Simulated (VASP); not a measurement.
Write the native input for VASP 6.6.1 that does the following.

```yaml
Task: single point
Functional: PBE
Potentials_or_basis: VASP PAW PBE potentials, release 64 (Sr_sv, Ti_sv, O)
Cutoff: 520 eV
k_mesh: 8 × 8 × 8
Occupations: gaussian, width 0.05 eV
Spin: no spin polarisation
Dipole_correction: no
Further_INCAR_settings: ALGO = Normal; EDIFF = 1e-07; NBANDS = 28
```

The structure of SrTiO3 lies in POSCAR:

```
SrTiO3
1.0
    3.9364094381      0.0000000000      0.0000000000
    0.0000000000      3.9364094381      0.0000000000
    0.0000000000      0.0000000000      3.9364094381
Sr Ti O
1 1 3
Direct
   -0.0585856638      0.0000000000      0.0000000000
    0.5796169668      0.5000000000      0.5000000000
    0.0156556239      0.5000000000      0.5000000000
    0.5334950993      0.0000000000      0.5000000000
    0.5334950993      0.5000000000      0.0000000000
```

This cell differs from its parent crystal: atoms displaced along a vibrational mode.

These files were run (other wordings do the same):

INCAR

```
ALGO     = Normal         # electronic algorithm
EDIFF    = 1E-7           # SCF threshold, eV
ENCUT    = 520            # plane-wave cutoff, eV
GGA      = PE             # functional
ISIF     = 2              # what is computed and relaxed
ISMEAR   = 0              # smearing method
LASPH    = T              # aspherical terms in the spheres
LCHARG   = F              # write CHGCAR
LREAL    = F              # projectors in reciprocal space
LWAVE    = F              # write WAVECAR
NBANDS   = 28             # bands
NELM     = 60             # most SCF steps
PREC     = Accurate       # precision mode
SIGMA    = 0.05           # smearing width, eV
```

KPOINTS

```
k-points
0
Gamma
  8 8 8
```

Potentials or basis: VASP PAW PBE potentials, release 64 (Sr_sv, Ti_sv, O).

Launch:

```sh
$ cat potpaw_PBE.64/Sr_sv/POTCAR potpaw_PBE.64/Ti_sv/POTCAR potpaw_PBE.64/O/POTCAR > POTCAR
$ mpirun -np 1 vasp_std > vasp.out
```

It gave:

- Pressure: 9.3 GPa
- Largest force: 3.430 eV/Å
- Band gap on the k mesh: 1.96 eV (least direct gap 2.46 eV)

Caveat: the cell differs from its parent crystal (atoms displaced along a vibrational mode); the cell stands under pressure; forces of over 1 eV/Å act on the atoms, so gaps and moduli don't describe the material at rest.

Wall time 67 s on 1 thread of Intel(R) Xeon(R) 6975P-C (Granite Rapids), with other jobs on the host, peak memory 0.26 GiB.
